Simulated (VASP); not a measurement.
# Ga3BSb2 (P6/mmm) in VASP: a series of runs

Ga3BSb2 is run at these levels: PBE; tasks: single point, relaxation of cell and atoms.

Program: VASP 6.6.1. These are calculated values, not measurements. Logs are shortened: lines on timing, memory, paths and dates and some standing lists are left out, and cuts for length are marked.

## Step 1: The cell of the first run

The structure is hexagonal, space group P6/mmm (No. 191). The conventional cell has a = 5.324 Å, b = 5.324 Å, c = 5.702 Å, α = 90.00°, β = 90.00°, γ = 120.00°. Within 3.5 Å of Ga (site symmetry mmm) lie 4 Ga at 2.66 Å and 4 Sb at 3.24 Å. B (site symmetry 6/mmm) has 6 Sb at 3.07 Å and 12 Ga at 3.90 Å within 4.0 Å. Sb (site symmetry -6m2) has 3 Sb at 3.07 Å and 3 B at 3.07 Å and 6 Ga at 3.24 Å within 4.0 Å.

The cell was built from a structure type or drawn by symmetry, and may not be a known phase.

## Step 2: Single point, PBE

INCAR reads:

```
SYSTEM = Ga3BSb2
ALGO = Normal
EDIFF = 1E-7
ENCUT = 520
GGA = PE
ISIF = 2
ISMEAR = 0
LASPH = .TRUE.
LCHARG = .TRUE.
LELF = .TRUE.
LREAL = .FALSE.
LVHAR = .TRUE.
LWAVE = .FALSE.
NBANDS = 35
NELM = 100
PREC = Accurate
SIGMA = 0.1
```

KPOINTS reads:

```
k-points
0
G
  12 12 6
  0 0 0
```

POSCAR reads:

```
Ga3BSb2
1.0
    5.3238585472      0.0000000000      0.0000000000
   -2.6619292736      4.6105967481      0.0000000000
    0.0000000000      0.0000000000      5.7016430570
Ga B Sb
3 1 2
Direct
    0.0000000000      0.5000000000      0.5000000000
    0.5000000000      0.0000000000      0.5000000000
    0.5000000000      0.5000000000      0.5000000000
    0.0000000000      0.0000000000      0.0000000000
    0.6666666667      0.3333333333      0.0000000000
    0.3333333333      0.6666666667      0.0000000000
```

Potentials or basis: VASP PAW PBE potentials, release 64 (Ga_d, B, Sb).

Started as:

```sh
cat potpaw_PBE.64/Ga_d/POTCAR potpaw_PBE.64/B/POTCAR potpaw_PBE.64/Sb/POTCAR > POTCAR
mpirun -np 1 vasp_std > vasp.out
```

OUTCAR:

```text
SYSTEM = Ga3BSb2
   EDIFF = 1E-7
   ENCUT = 520
   GGA = PE
   ISIF = 2
   ISMEAR = 0
   LASPH = .TRUE.
   LREAL = .FALSE.
   NELM = 100
   PREC = Accurate

 ion  position               nearest neighbor table
   1  0.000  0.500  0.500-   3 2.66   3 2.66   2 2.66   2 2.66   5 3.24   6 3.24   5 3.24   6 3.24

   2  0.500  0.000  0.500-   1 2.66   3 2.66   3 2.66   1 2.66   5 3.24   6 3.24   5 3.24   6 3.24

   3  0.500  0.500  0.500-   1 2.66   1 2.66   2 2.66   2 2.66   5 3.24   6 3.24   5 3.24   6 3.24

   4  0.000  0.000  0.000-
   5  0.667  0.333  0.000-   6 3.07   6 3.07   6 3.07   1 3.24   1 3.24   2 3.24   2 3.24   3 3.24
                             3 3.24
   6  0.333  0.667  0.000-   5 3.07   5 3.07   5 3.07   1 3.24   1 3.24   2 3.24   2 3.24   3 3.24
                             3 3.24

  LATTYP: Found a hexagonal cell.
 ALAT       =     5.3238585472
 C/A-ratio  =     1.0709606588

  Lattice vectors:

 A1 = (   5.3238585472,   0.0000000000,   0.0000000000)
 A2 = (  -2.6619292736,   4.6105967481,   0.0000000000)
 A3 = (   0.0000000000,   0.0000000000,   5.7016430570)

Analysis of symmetry for initial positions (statically):
=====================================================================
 Subroutine PRICEL returns:
 Original cell was already a primitive cell.

 Routine SETGRP: Setting up the symmetry group for a
 hexagonal supercell.

 Subroutine GETGRP returns: Found 24 space group operations
 (whereof 24 operations were pure point group operations)
 out of a pool of 24 trial point group operations.

The static configuration has the point symmetry D_6h.

Analysis of symmetry for dynamics (positions and initial velocities):
=====================================================================
 Subroutine PRICEL returns:
 Original cell was already a primitive cell.

 Routine SETGRP: Setting up the symmetry group for a
 hexagonal supercell.

 Subroutine GETGRP returns: Found 24 space group operations
 (whereof 24 operations were pure point group operations)
 out of a pool of 24 trial point group operations.

The dynamic configuration has the point symmetry D_6h.

 Subroutine INISYM returns: Found 24 space group operations
 (whereof 24 operations are pure point group operations),
 and found     1 'primitive' translations

----------------------------------------------------------------------------------------

                                     Primitive cell

  volume of cell :     139.9535

  direct lattice vectors                    reciprocal lattice vectors
     5.323858547  0.000000000  0.000000000     0.187833691  0.108445832  0.000000000
    -2.661929274  4.610596748  0.000000000     0.000000000  0.216891664  0.000000000
     0.000000000  0.000000000  5.701643057     0.000000000  0.000000000  0.175388040

  length of vectors
     5.323858547  5.323858547  5.701643057     0.216891664  0.216891664  0.175388040

  position of ions in fractional coordinates (direct lattice)
     1.000000000  0.500000000  0.500000000
     0.500000000  0.000000000  0.500000000
     0.500000000  0.500000000  0.500000000
     0.000000000  0.000000000  0.000000000
     0.666666667  0.333333333  0.000000000
     0.333333333  0.666666667  0.000000000

  ion indices of the primitive-cell ions
   primitive index   ion index
                 1           1
                 2           2
                 3           3
                 4           4
                 5           5
                 6           6

----------------------------------------------------------------------------------------

 KPOINTS: k-points

Automatic generation of k-mesh.
 Grid dimensions read from file:
 generate k-points for:   12   12    6

 Generating k-lattice:

  Cartesian coordinates                     Fractional coordinates (reciprocal lattice)
     0.015652808  0.009037153  0.000000000     0.083333333  0.000000000  0.000000000
     0.000000000  0.018074305  0.000000000     0.000000000  0.083333333  0.000000000
     0.000000000  0.000000000  0.029231340     0.000000000  0.000000000  0.166666667

  Length of vectors
     0.018074305  0.018074305  0.029231340

  Shift w.r.t. Gamma in fractional coordinates (k-lattice)
     0.000000000  0.000000000  0.000000000

 Subroutine IBZKPT returns following result:
 ===========================================

 Found     76 irreducible k-points:

 Following reciprocal coordinates:
            Coordinates               Weight
  0.000000  0.000000  0.000000      1.000000
  0.083333 -0.000000  0.000000      6.000000
  0.166667 -0.000000  0.000000      6.000000
  0.250000  0.000000  0.000000      6.000000
  0.333333  0.000000  0.000000      6.000000
  0.416667  0.000000  0.000000      6.000000
[... 16 lines left out ...]
  0.250000  0.000000  0.166667     12.000000
  0.333333  0.000000  0.166667     12.000000
 [... further k-points ...]
   k-points           NKPTS =     76   k-points in BZ     NKDIM =     76   number of bands    NBANDS=     35
   number of dos      NEDOS =    301   number of ions     NIONS =      6
   total plane-waves  NPLWV =  67200
   dimension x,y,z NGX =    40 NGY =   40 NGZ =   42
   dimension x,y,z NGXF=    80 NGYF=   80 NGZF=   84
   ions per type =               3   1   2
   NGX,Y,Z   is equivalent  to a cutoff of  12.49, 12.49, 12.25 a.u.
   NGXF,Y,Z  is equivalent  to a cutoff of  24.98, 24.98, 24.49 a.u.
 SYSTEM =  Ga3BSb2
   PREC   = accura    normal or accurate (medium, high low for compatibility)
   ISTART =      0    job   : 0-new  1-cont  2-samecut
   ICHARG =      2    charge: 1-file 2-atom 10-const
   ISPIN  =      1    spin polarized calculation?
   LNONCOLLINEAR =      F non collinear calculations
   LSORBIT =      F    spin-orbit coupling
   LASPH  =      T    aspherical Exc in radial PAW
   ENCUT  =  520.0 eV  38.22 Ry    6.18 a.u.   9.90  9.90 10.60*2*pi/ulx,y,z
   NELM   =    100;   NELMIN=  2; NELMDL= -5     # of ELM steps
   EDIFF  = 0.1E-06   stopping-criterion for ELM
   LREAL  =      F    real-space projection
   EDIFFG = 0.1E-05   stopping-criterion for IOM
   NSW    =      0    number of steps for IOM
   IBRION =     -1    ionic relax: 0-MD 1-quasi-New 2-CG
   NFREE  =      0    steps in history (QN), initial steepest desc. (CG)
   ISIF   =      2    stress and relaxation
   ISYM   =      2    0-nonsym 1-usesym 2-fastsym
   POTIM  = 0.5000    time-step for ionic-motion
   TEBEG  =    0.0;   TEEND  =   0.0 temperature during run
   PSTRESS=    0.0 pullay stress
   NELECT =      52.0000    total number of electrons
   NUPDOWN=      -1.0000    fix difference up-down
   EMIN   =  10.00;   EMAX   =-10.00  energy-range for DOS
   EFERMI =   0.00;   METHOD = LEGACY
   ISMEAR =     0;   SIGMA  =   0.10  broadening in eV -4-tet -1-fermi 0-gaus
   EFERMI_NEDOS =   21; number of points for ismear=-14 and -15
   IALGO  =     38    algorithm
   IMIX   =      4    mixing-type and parameters
     AMIX     =   0.40;   BMIX     =  1.00
     AMIX_MAG =   1.60;   BMIX_MAG =  1.00
  volume/ion in A,a.u.               =      23.33       157.41
  Fermi-wavevector in a.u.,A,eV,Ry     =   1.176923  2.224062 18.846080  1.385148
  Thomas-Fermi vector in A             =   2.313279
   LORBIT       =      0    0 simple, 1 ext, 2 COOP (PROOUT), +10 PAW based schemes
   GGA     = PE    functional components
   LHFCALC =     F    Hartree Fock is set to
   AEXX    =    0.0000 exact exchange contribution
   IVDW    =     0    specifies the selected vdW correction
   LEPSILON=     F    determine dielectric tensor
   LRPA    =     F    only Hartree local field effects (RPA)
 non-spin polarized calculation
 Gauss-broadening in eV      SIGMA  =   0.10
  energy-cutoff  :      520.00
  volume of cell :      139.95
 maximum number of plane-waves:      3801
 NGX is ok and might be reduce to    40
   NGX = 19   NGY = 19   NGZ = 21

 number of electron      52.0000006 magnetization

 Free energy of the ion-electron system (eV)
  ---------------------------------------------------
  ext. energy  EPLUGINS =         0.00000000
  ---------------------------------------------------
  free energy    TOTEN  =       -18.75788210 eV

  energy without entropy =      -18.74323206  energy(sigma->0) =      -18.75055708

 E-fermi :   5.2192     XC(G=0):  -9.8308

 val. band max:        5.2158886482   @ k =   0.1667   0.1667   0.1667
 cond. band min:       5.2258082686   @ k =   0.4167   0.0833   0.0000
 fundamental gap:      0.0099196204
 Fermi energy:         5.2192412418

 k-point     1 :       0.0000    0.0000    0.0000
  band No.  band energies     occupation
      1     -10.0459      2.00000
      2      -9.9111      2.00000
      3      -9.9111      2.00000
      4      -9.8542      2.00000
      5      -9.7516      2.00000
      6      -9.7155      2.00000
[... 27 lines left out ...]
     34      10.2902      0.00000
     35      11.1537      0.00000

 k-point     2 :       0.0833   -0.0000    0.0000
  band No.  band energies     occupation
      1     -10.0377      2.00000
      2      -9.9091      2.00000
      3      -9.9025      2.00000
      4      -9.8503      2.00000
      5      -9.7491      2.00000
      6      -9.7152      2.00000
[... 27 lines left out ...]
     34      10.4723      0.00000
     35      10.8346      0.00000

 k-point     3 :       0.1667   -0.0000    0.0000
  band No.  band energies     occupation
      1     -10.0150      2.00000
      2      -9.9024      2.00000
      3      -9.8772      2.00000
      4      -9.8392      2.00000
      5      -9.7419      2.00000
      6      -9.7140      2.00000
[... 27 lines left out ...]
     34      10.0772      0.00000
     35      10.7303      0.00000

 k-point     4 :       0.2500    0.0000    0.0000
  band No.  band energies     occupation
      1      -9.9838      2.00000
      2      -9.8879      2.00000
      3      -9.8370      2.00000
      4      -9.8224      2.00000
      5      -9.7304      2.00000
      6      -9.7112      2.00000
[... 27 lines left out ...]
     34       9.1070      0.00000
     35      10.1783      0.00000

 k-point     5 :       0.3333    0.0000    0.0000
  band No.  band energies     occupation
      1      -9.9566      2.00000
      2      -9.8582      2.00000
      3      -9.8032      2.00000
      4      -9.7850      2.00000
      5      -9.7157      2.00000
      6      -9.7053      2.00000
[... 638 lines left out ...]
 k-point    22 :       0.1667   -0.0000    0.1667
  band No.  band energies     occupation
      1     -10.0150      2.00000
      2      -9.9024      2.00000
      3      -9.8772      2.00000
      4      -9.8402      2.00000
      5      -9.7394      2.00000
      6      -9.7142      2.00000
[... 27 lines left out ...]
     34      10.0125      0.00000
     35      10.0469      0.00000

 k-point    23 :       0.2500    0.0000    0.1667
  band No.  band energies     occupation
      1      -9.9838      2.00000
      2      -9.8879      2.00000
      3      -9.8370      2.00000
      4      -9.8234      2.00000
      5      -9.7282      2.00000
      6      -9.7115      2.00000
[... 27 lines left out ...]
     34       9.5536      0.00000
     35      10.1661      0.00000

 k-point    24 :       0.3333    0.0000    0.1667
  band No.  band energies     occupation
      1      -9.9566      2.00000
      2      -9.8582      2.00000
      3      -9.8043      2.00000
      4      -9.7850      2.00000
      5      -9.7138      2.00000
      6      -9.7056      2.00000
[... 27 lines left out ...]
     34       9.4368      0.00000
     35      10.0115      0.00000

 [... further k-points ...]
[... 5 lines left out ...]
  --------------------------------------------------------------------------------------
  -------------------------------------------------------------------------------------
  Total        0.0250029      0.0250029     -0.0386476      0.0000000      0.0000000      0.0000000
  in kB        0.2862319      0.2862319     -0.4424348      0.0000000      0.0000000      0.0000000
  external PRESSURE =       0.0433430 kB  Pullay stress =       0.0000000 kB

 VOLUME and BASIS-vectors are now :
 -----------------------------------------------------------------------------
  energy-cutoff  :      520.00
  volume of cell :      139.95
      direct lattice vectors                 reciprocal lattice vectors
     5.323858547  0.000000000  0.000000000     0.187833691  0.108445832  0.000000000
    -2.661929274  4.610596748  0.000000000     0.000000000  0.216891664  0.000000000
     0.000000000  0.000000000  5.701643057     0.000000000  0.000000000  0.175388040

 POSITION                                       TOTAL-FORCE (eV/Angst)
 -----------------------------------------------------------------------------------
     -1.33096      2.30530      2.85082         0.000000      0.000000     -0.000000
      2.66193      0.00000      2.85082         0.000000      0.000000     -0.000000
      1.33096      2.30530      2.85082         0.000000      0.000000     -0.000000
      0.00000      0.00000      0.00000         0.000000      0.000000     -0.000000
      2.66193      1.53687      0.00000        -0.000000     -0.000000      0.000000
     -0.00000      3.07373      0.00000         0.000000      0.000000     -0.000000
 -----------------------------------------------------------------------------------
    total drift:                               -0.000000      0.000000     -0.000000

  FREE ENERGIE OF THE ION-ELECTRON SYSTEM (eV)
  ---------------------------------------------------
  free  energy   TOTEN  =       -18.7578821046 eV

  energy  without entropy=      -18.7432320558  energy(sigma->0) =      -18.75055708
```

It took 7.8 min on 1 thread of Intel Xeon 8259CL, shared host; peak memory 0.47 GiB.

Results:

```
Free energy            : -18.7579 eV
Pressure               : 0.0 GPa
Band gap on the k mesh : zero (bands 26 and 27 overlap by 2.97 eV)
```

Caveat: spin-orbit coupling is left out, which moves the levels of the heavy elements.

## Step 3: Relaxation of cell and atoms, PBE

INCAR reads:

```
PREC = Accurate
ENCUT = 600
EDIFF = 1E-6
ISMEAR = 0
SIGMA = 0.1
LREAL = F
LASPH = T
NELM = 60
ALGO = Fast
ISIF = 3
LWAVE = F
LCHARG = F
GGA = PE
IBRION = 2
NSW = 100
EDIFFG = -0.01
```

KPOINTS reads:

```
regular mesh
0
Gamma
  12 12 8
```

POSCAR is that of step 2.

Potentials or basis: VASP PAW PBE potentials, release 64 (Ga_d, B, Sb).

Started as:

```sh
cat potpaw_PBE.64/Ga_d/POTCAR potpaw_PBE.64/B/POTCAR potpaw_PBE.64/Sb/POTCAR > POTCAR
mpirun -np 1 vasp_std > vasp.out
```

Run time: 11 min. Hardware: 1 thread of Oxide Virtual Turin-like, shared host; peak memory 0.62 GiB.

It converged, with:

```
Free energy             : -18.7780 eV
Pressure after relaxing : 0.0 GPa
Band gap on the k mesh  : zero (bands 26 and 27 overlap by 2.87 eV)
```

Final structure:
```
Ga B Sb
1.0
     5.32386    0.00000    0.00000
    -2.66193    4.61060    0.00000
     0.00000    0.00000    5.70164
Ga B Sb
3 1 2
Direct
  0.00000 0.50000 0.50000
  0.50000 0.00000 0.50000
  0.50000 0.50000 0.50000
  0.00000 0.00000 0.00000
  0.66667 0.33333 0.00000
  0.33333 0.66667 0.00000
```

Levels at points of the mesh, in eV from the Fermi level:
```tsv
k point	band 23	band 24	band 25	band 26	band 27	band 28	band 29	band 30
(0.00, 0.00, 0.00)	-2.27	-2.27	-2.26	-0.68	-0.68	0.14	0.62	0.62
(0.50, 0.00, 0.00)	-2.62	-1.95	-1.29	0.59	0.65	0.67	1.87	1.93
(0.00, 0.00, 0.50)	-2.54	-2.54	-1.78	-1.78	-0.70	-0.44	-0.44	0.30
(0.50, 0.00, 0.50)	-2.24	0.22	0.44	0.85	0.88	1.37	1.92	2.34
```

Caveat: the relaxation stopped at its first step, so nothing moved; spin-orbit coupling is left out, which moves the levels of the heavy elements.
